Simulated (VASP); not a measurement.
A run of VASP 6.6.1 is set up as follows.

File INCAR:

```
SYSTEM = C3N
PREC = Accurate ; ENCUT = 600
EDIFF = 1E-6 ; ISMEAR = 0
SIGMA = 0.1 ; LREAL = .FALSE.
LASPH = .TRUE. ; NELM = 80
ALGO = Normal ; ISIF = 3
LWAVE = .FALSE. ; LCHARG = .FALSE.
GGA = PE ; IBRION = 2
NSW = 100 ; EDIFFG = -0.01
```

The input KPOINTS:

```
Automatic mesh
0
G
  16 16 10
  0 0 0
```

Contents of POSCAR:

```
C3N
1.0
    2.7377318705      0.0000000000      0.0000000000
    0.0000000000      2.7377318705      0.0000000000
    0.0000000000      0.0000000000      4.3782185221
C N
3 1
Direct
    0.5000000000      0.5000000000      0.8416244548
    0.0000000000      0.0000000000      0.5000000000
    0.5000000000      0.5000000000      0.1583755452
    0.0000000000      0.0000000000      0.0000000000
```

Potentials or basis: VASP PAW PBE potentials, release 64 (C, N).

The run is started by

```sh
$ cat potpaw_PBE.64/C/POTCAR potpaw_PBE.64/N/POTCAR > POTCAR
$ mpirun -np 1 vasp_std > vasp.out
```

What does it give for the relaxed volume?

8.21 Å³/atom.

Estimate the relaxed cell.

a = 2.752 Å, b = 2.752 Å, c = 4.338 Å, α = 90.00°, β = 90.00°, γ = 90.00°.

Predict the space group after relaxing (to 0.1 Å).

P4/mmm (No. 123).

Final structure:
```yaml
crystal:
  lattice:
    - [2.75168, 0.00000, 0.00000]
    - [0.00000, 2.75168, 0.00000]
    - [0.00000, 0.00000, 4.33775]
  atoms:
    - { symbol: C, position: [0.50000, 0.50000, 0.84051] }
    - { symbol: C, position: [0.00000, 0.00000, 0.50000] }
    - { symbol: C, position: [0.50000, 0.50000, 0.15949] }
    - { symbol: N, position: [0.00000, 0.00000, 0.00000] }
```
